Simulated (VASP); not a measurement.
Here is a VASP 6.6.1 calculation.

File INCAR:

```
PREC     = Accurate       # precision mode
ENCUT    = 520            # plane-wave cutoff, eV
EDIFF    = 1E-6           # SCF threshold, eV
ISMEAR   = 0              # smearing method
SIGMA    = 0.05           # smearing width, eV
LREAL    = F              # projectors in reciprocal space
LASPH    = T              # aspherical terms in the spheres
NELM     = 100            # most SCF steps
ALGO     = Normal         # electronic algorithm
ISIF     = 2              # what is computed and relaxed
LWAVE    = F              # write WAVECAR
LCHARG   = F              # write CHGCAR
GGA      = PE             # functional
NBANDS   = 16             # bands
```

File KPOINTS:

```
regular mesh
0
Gamma
  6 6 4
```

File POSCAR:

```
AlN
1.0
    3.1110021516      0.0000000000      0.0000000000
   -1.5555010758      2.6942068945      0.0000000000
    0.0000000000      0.0000000000      4.9780000000
Al N
2 2
Direct
    0.3406515829      0.6720239972      0.0028995092
    0.6739849162      0.3386906638      0.5028995092
    0.3333333333      0.6666666667      0.3850000000
    0.6666666667      0.3333333333      0.8850000000
```

Potentials or basis: VASP PAW PBE potentials, release 64 (Al, N).

Command:

```sh
$ cat potpaw_PBE.64/Al/POTCAR potpaw_PBE.64/N/POTCAR > POTCAR
$ mpirun -np 1 vasp_std > vasp.out
```

Q: Predict the largest force.

A: 0.318 eV/Å.

Q: What does it give for the band gap on the k mesh?

A: 4.20 eV.

Q: Estimate the pressure.

A: 3.9 GPa.

Stress tensor (GPa, compression positive):
```
 3.85  0.03 -0.60
 0.03  3.85 -0.60
-0.60 -0.60  3.90
```

Caveat: the cell differs from its parent crystal (all Al atoms moved +0.025 Å, as atom 1 along Cartesian [1 1 1]); the cell stands under pressure.
